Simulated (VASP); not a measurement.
# Pb in VASP: a series of runs, part 3 of 3

VASP 6.6.1.

**5. Single point, PBE**

This run uses another cell than the first one, of 32.10 Å³/atom, 0.996 times its volume.

INCAR

```
SYSTEM = Pb
ALGO = Normal
EDIFF = 1E-6
ENCUT = 520
GGA = PE
ISIF = 2
ISMEAR = 0
LASPH = .TRUE.
LCHARG = .FALSE.
LREAL = .FALSE.
LWAVE = .FALSE.
NBANDS = 36
NELM = 100
PREC = Accurate
SIGMA = 0.1
```

KPOINTS

```
k-points
0
G
  6 6 2
  0 0 0
```

POSCAR

```
Pb
1.0
    3.2172118707     -1.7295845803      0.6106276983
    3.2172118707      1.7295845803      0.6106276983
   -0.2152925660      0.0000000000     11.4970031133
Pb
4
Direct
    1.1247027766      0.6249066872      0.1249891686
    0.3750933128     -0.1247027766      0.3750108314
   -0.1247027766      0.3750933128      0.8750108314
    0.6249066872      1.1247027766      0.6249891686
```

Potentials or basis: VASP PAW PBE potentials, release 64 (Pb_d).

Run with:

```
cat potpaw_PBE.64/Pb_d/POTCAR > POTCAR
mpirun -np 1 vasp_std > vasp.out
```

OUTCAR:

```text
SYSTEM = Pb
   EDIFF = 1E-6
   ENCUT = 520
   GGA = PE
   ISIF = 2
   ISMEAR = 0
   LASPH = .TRUE.
   LREAL = .FALSE.
   NELM = 100
   PREC = Accurate

 ion  position               nearest neighbor table
   1  0.125  0.625  0.125-   2 3.51   2 3.51   3 3.52   3 3.52   3 3.54   2 3.54
   2  0.375  0.875  0.375-   1 3.51   1 3.51   4 3.52   4 3.52   4 3.54   1 3.54
   3  0.875  0.375  0.875-   4 3.51   4 3.51   1 3.52   1 3.52   1 3.54   4 3.54
   4  0.625  0.125  0.625-   3 3.51   3 3.51   2 3.52   2 3.52   2 3.54   3 3.54

  LATTYP: Found a base centered monoclinic cell.
 ALAT       =     6.5492956589
 B/A-ratio  =     0.5281742253
 C/A-ratio  =     1.7557641794
 COS(beta)  =    -0.1680442697

  Lattice vectors:

 A1 = (  -3.2172118707,   1.7295845803,  -0.6106276983)
 A2 = (  -3.2172118707,  -1.7295845803,  -0.6106276983)
 A3 = (  -0.2152925660,   0.0000000000,  11.4970031133)

Analysis of symmetry for initial positions (statically):
=====================================================================
 Subroutine PRICEL returns:
 Original cell was already a primitive cell.

 Routine SETGRP: Setting up the symmetry group for a
 base centered monoclinic supercell.

 Subroutine GETGRP returns: Found  4 space group operations
 (whereof  2 operations were pure point group operations)
 out of a pool of  4 trial point group operations.

The static configuration has the point symmetry S_2 .
 The point group associated with its full space group is C_2h.

Analysis of symmetry for dynamics (positions and initial velocities):
=====================================================================
 Subroutine PRICEL returns:
 Original cell was already a primitive cell.

 Routine SETGRP: Setting up the symmetry group for a
 base centered monoclinic supercell.

 Subroutine GETGRP returns: Found  4 space group operations
[... 119 lines left out ...]
   NELECT =      56.0000    total number of electrons
   NUPDOWN=      -1.0000    fix difference up-down
   EMIN   =  10.00;   EMAX   =-10.00  energy-range for DOS
   EFERMI =   0.00;   METHOD = LEGACY
   ISMEAR =     0;   SIGMA  =   0.10  broadening in eV -4-tet -1-fermi 0-gaus
   EFERMI_NEDOS =   21; number of points for ismear=-14 and -15
   IALGO  =     38    algorithm
   IMIX   =      4    mixing-type and parameters
     AMIX     =   0.40;   BMIX     =  1.00
     AMIX_MAG =   1.60;   BMIX_MAG =  1.00
  volume/ion in A,a.u.               =      32.10       216.63
  Fermi-wavevector in a.u.,A,eV,Ry     =   1.241496  2.346087 20.970814  1.541311
  Thomas-Fermi vector in A             =   2.375891
   LORBIT       =      0    0 simple, 1 ext, 2 COOP (PROOUT), +10 PAW based schemes
   GGA     = PE    functional components
   LHFCALC =     F    Hartree Fock is set to
   AEXX    =    0.0000 exact exchange contribution
   IVDW    =     0    specifies the selected vdW correction
   LEPSILON=     F    determine dielectric tensor
   LRPA    =     F    only Hartree local field effects (RPA)
 non-spin polarized calculation
 Gauss-broadening in eV      SIGMA  =   0.10
  energy-cutoff  :      520.00
  volume of cell :      128.40
 maximum number of plane-waves:      3482
   NGX = 13   NGY = 13   NGZ = 43

 number of electron      56.0000004 magnetization

 Free energy of the ion-electron system (eV)
  ---------------------------------------------------
  ext. energy  EPLUGINS =         0.00000000
  ---------------------------------------------------
  free energy    TOTEN  =       -14.16478581 eV

  energy without entropy =      -14.15799653  energy(sigma->0) =      -14.16139117

 E-fermi :   6.7751     XC(G=0):  -9.9112

 val. band max:        6.7307036972   @ k =   0.3333   0.3333   0.5000
 cond. band min:       6.7890209382   @ k =  -0.3333   0.1667   0.5000
 fundamental gap:      0.0583172410
 Fermi energy:         6.7751042426

 k-point     1 :       0.0000    0.0000    0.0000
  band No.  band energies     occupation
      1     -10.4421      2.00000
      2     -10.4369      2.00000
      3     -10.4208      2.00000
      4     -10.4203      2.00000
      5     -10.3866      2.00000
      6     -10.3716      2.00000
[... 925 lines left out ...]
     35      10.1957      0.00000
     36      12.0144      0.00000

 [... further k-points ...]
[... 5 lines left out ...]
  --------------------------------------------------------------------------------------
  -------------------------------------------------------------------------------------
  Total       -0.1300019     -0.0801502     -0.0580621      0.0000000      0.0000000     -0.0507572
  in kB       -1.6221214     -1.0000882     -0.7244801      0.0000000      0.0000000     -0.6333315
  external PRESSURE =      -1.1155632 kB  Pullay stress =       0.0000000 kB

 VOLUME and BASIS-vectors are now :
 -----------------------------------------------------------------------------
  energy-cutoff  :      520.00
  volume of cell :      128.40
      direct lattice vectors                 reciprocal lattice vectors
     3.217211871 -1.729584580  0.610627698     0.154863657 -0.289086759  0.002899973
     3.217211871  1.729584580  0.610627698     0.154863657  0.289086759  0.002899973
    -0.215292566  0.000000000 11.497003113    -0.016450207  0.000000000  0.086671142

 POSITION                                       TOTAL-FORCE (eV/Angst)
 -----------------------------------------------------------------------------------
      2.38474      0.86514      1.89473         0.001625     -0.000247      0.000867
      3.94203      0.86514      5.07502        -0.001625     -0.000247     -0.000867
      3.83439     -0.86514     10.82353        -0.001625      0.000247     -0.000867
      2.27710     -0.86514      7.64323         0.001625      0.000247      0.000867
 -----------------------------------------------------------------------------------
    total drift:                                0.000000      0.000000      0.000000

  FREE ENERGIE OF THE ION-ELECTRON SYSTEM (eV)
  ---------------------------------------------------
  free  energy   TOTEN  =       -14.1647858106 eV

  energy  without entropy=      -14.1579965279  energy(sigma->0) =      -14.16139117
```

stdout:

```text
POSCAR found type information on POSCAR Pb
 POSCAR found :  1 types and       4 ions
 scaLAPACK will be used
 LDA part: xc-table for (Slater+PW92), standard interpolation
 POSCAR, INCAR and KPOINTS ok, starting setup
 FFT: planning ... GRIDC
 FFT: planning ... GRID_SOFT
 FFT: planning ... GRID
 WAVECAR not read
 entering main loop
```

It took 1.8 min on 1 thread of Intel Xeon 6975P-C (Granite Rapids), shared host; peak memory 0.28 GiB.

Results:

```yaml
Free_energy: -14.1648 eV
Pressure: -0.1 GPa
Band_gap_on_the_k_mesh: zero (band 28 reaches 10.94 eV, above the bottom of band 29 at 5.04 eV)
```

Levels at points of the mesh, in eV from the Fermi level:
```csv
k point,band 25,band 26,band 27,band 28,band 29,band 30,band 31,band 32
"(0.00, 0.00, 0.00)",-3.96,0.96,0.96,3.93,4.79,4.80,5.40,5.88
"(0.50, 0.00, 0.00)",-3.51,-3.51,-2.24,-2.24,0.87,0.88,1.54,1.54
"(0.50, 0.50, 0.00)",-4.15,-3.46,-2.30,-2.30,0.58,0.59,2.15,2.59
"(0.00, 0.00, 0.50)",-2.29,-2.29,4.17,4.17,4.66,4.66,5.60,5.60
"(0.50, 0.00, 0.50)",-4.03,-3.02,-2.26,-2.26,1.06,1.06,1.11,2.27
"(0.50, 0.50, 0.50)",-3.61,-3.61,-2.57,-2.57,0.66,0.66,2.95,2.95
```

Caveat: spin-orbit coupling is left out, which moves the levels of the heavy elements.

**6. Summary**

```csv
cell,k mesh,gap on the mesh (eV),pressure (GPa),largest force (eV/Å)
"a = 6.208, b = 4.946, c = 4.980 Å, angles 90.0, 67.0, 111.7°, 4 atoms",4 × 4 × 4,none,0.0,0.01
"a = 3.688, b = 3.688, c = 11.572 Å, angles 81.4, 81.4, 56.1°, 4 atoms",6 × 6 × 2,none,-0.2,0.03
"a = 4.194, b = 4.194, c = 9.541 Å, angles 100.4, 100.4, 61.6°, 4 atoms",6 × 6 × 2,none,57.5,43.56
"a = 3.703, b = 3.703, c = 11.499 Å, angles 81.5, 81.5, 55.7°, 4 atoms",6 × 6 × 2,none,-0.1,-
```

Alike in all rows: task single point; level PBE; potentials or basis VASP PAW PBE potentials, release 64 (Pb_d); no spin polarisation; cutoff (eV) 520; smearing gaussian 0.1 eV.

Caveats: spin-orbit coupling is left out, which moves the levels of the heavy elements; forces of over 1 eV/Å act on the atoms, so gaps and moduli don't describe the material at rest (some runs).

Absolute energies hang on the potentials; compare differences alone.
